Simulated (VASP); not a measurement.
Set up this calculation in VASP 6.6.1, as the native input.

| Quantity | Value |
| --- | --- |
| Task | single point |
| Functional | PBE |
| Dispersion | D3(BJ) |
| Potentials or basis | VASP PAW PBE potentials, release 64 (Cl) |
| Cutoff | 520 eV |
| k mesh | 1 × 1 × 1 |
| Occupations | fermi-dirac, width 0.05 eV |
| Spin | no spin polarisation |
| Dipole correction | no |
| Further INCAR settings | LREAL = Auto; ALGO = Normal; EDIFF = 1e-06; NBANDS = 86 |

The structure of Cl lies in POSCAR:

```
Cl
1.0
    9.9159620000      0.0000000000      0.0000000000
    0.0000000000      9.9159620000      0.0000000000
    0.0000000000      0.0000000000      9.9159620000
Cl
20
Direct
    0.7504996463     -0.0210682089      0.5164568404
    0.8350303007      0.0641297448      0.6793179267
    0.5930078176      0.6874080206      0.2617345801
    0.6917258775      0.5739089262      0.1266439636
    0.2668190882      0.4167214559      0.4428763276
    0.2850762921      0.4296017413      0.2402114998
    0.4253363627      0.8937443736      0.9326022943
    0.4824865166      0.8979697524      0.7348719805
    0.2406976076      0.5346158269      0.9442272233
    0.1142259740      0.6681638687      1.0343588573
    0.4688967140      0.4100344423      0.7607535302
    0.4806258494      0.2078394171      0.7321872342
    0.9277191511      0.8739355841      0.1495861827
    0.8533582119      0.9337121297     -0.0298715341
    0.2939189585      0.0163411038      0.3581755884
    0.2942191676      0.0235845095      0.1552181979
    0.7531943099      0.3794004143      0.4701688549
    0.9575001573      0.3912218205      0.4581730678
    0.8888822919      0.6648971082      0.7045715566
    1.0636347051      0.7336549690      0.6276143278
```

The input as run:

INCAR

```
SYSTEM = Cl
  ALGO = Normal
  EDIFF = 1E-6
  ENCUT = 520
  GGA = PE
  ISIF = 2
  ISMEAR = -1
  IVDW = 12
  LASPH = .True.
  LCHARG = .True.
  LELF = .True.
  LREAL = Auto
  LVHAR = .True.
  LWAVE = .False.
  NBANDS = 86
  NELM = 100
  PREC = Accurate
  SIGMA = 0.05
```

KPOINTS

```
k-points
0
Gamma
  1 1 1
  0 0 0
```

Potentials or basis: VASP PAW PBE potentials, release 64 (Cl).

The run is started by

```sh
$ cat potpaw_PBE.64/Cl/POTCAR > POTCAR
$ mpirun -np 1 vasp_gam > vasp.out
```

It gave:

```json
{
  "Pressure": "-0.6 GPa",
  "Largest force": "0.420 eV/Å",
  "Band gap on the k mesh": "2.02 eV",
  "Dispersion energy per atom": "-0.082 eV"
}
```

Caveat: the k points lie up to 0.63 Å⁻¹ apart.

Wall time 2.2 min on 1 thread of Intel(R) Xeon(R) Platinum 8488C (Sapphire Rapids) (shared host), peak memory 0.81 GiB.
